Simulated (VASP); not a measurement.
Set up this calculation in VASP 6.6.1, as the native input.

| Property | Result |
| --- | --- |
| Task | electric field gradients |
| Functional | PBE |
| Potentials or basis | VASP PAW PBE potentials, release 64 (Pb_d) |
| Cutoff | 520 eV |
| k mesh | 8 × 8 × 8 |
| Occupations | fermi-dirac, width 0.05 eV |
| Spin | no spin polarisation |
| Dipole correction | no |
| Further INCAR settings | ALGO = Normal; EDIFF = 1e-08; NBANDS = 21 |

The structure of Pb lies in POSCAR:

```
Pb
1.0
    0.1031700017      3.4905850563      3.4905850563
    3.4905850563      0.1031700017      3.4905850563
    3.4905850563      3.4905850563      0.1031700017
Pb
2
Direct
    0.0000000000      0.0000000000      0.0000000000
    0.2500000000      0.2500000000      0.2500000000
```

This cell differs from its parent crystal: equal xy, yz and zx shear strains of +3 %.

One way to write it, as run:

INCAR

```
SYSTEM = Pb
  PREC = Accurate
  ENCUT = 520
  EDIFF = 1E-8
  ISMEAR = -1
  SIGMA = 0.05
  LREAL = .False.
  LASPH = .True.
  NELM = 100
  ALGO = Normal
  ISIF = 2
  LWAVE = .False.
  LCHARG = .False.
  GGA = PE
  LEFG = .True.
  NBANDS = 21
```

KPOINTS

```
regular mesh
0
Gamma
  8 8 8
  0 0 0
```

Potentials or basis: VASP PAW PBE potentials, release 64 (Pb_d).

The run is started by

```sh
$ cat potpaw_PBE.64/Pb_d/POTCAR > POTCAR
$ mpirun -np 1 vasp_std > vasp.out
```

Results of the run:

```yaml
Pressure: 2.4 GPa
Largest_force: 0.350 eV/Å
Band_gap_on_the_k_mesh: zero (band 14 reaches 4.77 eV, above the bottom of band 15 at 3.57 eV)
```

Caveat: the cell differs from its parent crystal (equal xy, yz and zx shear strains of +3 %); without QUAD_EFG the Cq values of the log hold for a quadrupole moment of 1 mb, not for the nuclei; spin-orbit coupling is left out, which moves the levels of the heavy elements.

It took 80 s on 1 thread of Intel(R) Xeon(R) 6975P-C (Granite Rapids), on a shared host, peak memory 0.28 GiB.
